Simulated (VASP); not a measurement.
A run of VASP 6.6.1:

Contents of POSCAR:

```
Sb
1.0
    3.3690001795      0.0000000000      0.0000000000
   -1.6845000898      2.9176397408      0.0000000000
    0.0000000000      0.0000000000      5.3300000000
Sb
2
Direct
    0.3333333333      0.6666666667      0.2500000000
    0.6666666667      0.3333333333      0.7500000000
```

File INCAR.step1:

```
SYSTEM = Sb
ALGO     = Normal         ! electronic algorithm
EDIFF    = 1E-4           ! SCF threshold, eV
ENCUT    = 600            ! plane-wave cutoff, eV
GGA      = PE             ! functional
ISMEAR   = 0              ! smearing method
LASPH    = .TRUE.         ! aspherical terms in the spheres
LCHARG   = .FALSE.        ! write CHGCAR
LREAL    = .FALSE.        ! projectors in reciprocal space
LWAVE    = .TRUE.         ! write WAVECAR
NELM     = 100            ! most SCF steps
PREC     = Accurate       ! precision mode
SIGMA    = 0.1            ! smearing width, eV
```

INCAR.step2

```
SYSTEM = Sb
ALGO     = Normal         ! electronic algorithm
EDIFF    = 1E-6           ! SCF threshold, eV
EDIFFG   = -0.005         ! ionic threshold
ENCUT    = 600            ! plane-wave cutoff, eV
IBRION   = 2              ! ionic algorithm
ISIF     = 3              ! what is computed and relaxed
ISMEAR   = 0              ! smearing method
ISTART   = 1            
LASPH    = .TRUE.         ! aspherical terms in the spheres
LCHARG   = .FALSE.        ! write CHGCAR
LMIXTAU  = .TRUE.       
LREAL    = .FALSE.        ! projectors in reciprocal space
LWAVE    = .FALSE.        ! write WAVECAR
METAGGA  = R2SCAN         ! meta-GGA
NELM     = 100            ! most SCF steps
NSW      = 100            ! ionic steps
PREC     = Accurate       ! precision mode
SIGMA    = 0.1            ! smearing width, eV
```

File KPOINTS:

```
k-points
0
G
  15 15 8
  0 0 0
```

Potentials or basis: VASP PAW PBE potentials, release 64 (Sb).

The run is started by

```sh
$ cat potpaw_PBE.64/Sb/POTCAR > POTCAR
$ cp INCAR.step1 INCAR
$ mpirun -np 1 vasp_std > vasp.out
$ cp INCAR.step2 INCAR
$ mpirun -np 1 vasp_std > vasp.out
```

Hardware: 1 thread of Intel(R) Xeon(R) Platinum 8259CL CPU @ 2.50GHz (Skylake/Cascade Lake) (shared host).

Task: How long does it take, and how much memory?

Result: Run time: 21 min on 1 thread of Intel(R) Xeon(R) Platinum 8259CL CPU @ 2.50GHz (Skylake/Cascade Lake) (shared host), peak memory 0.26 GiB. Counts: k points 135, ion steps 9.
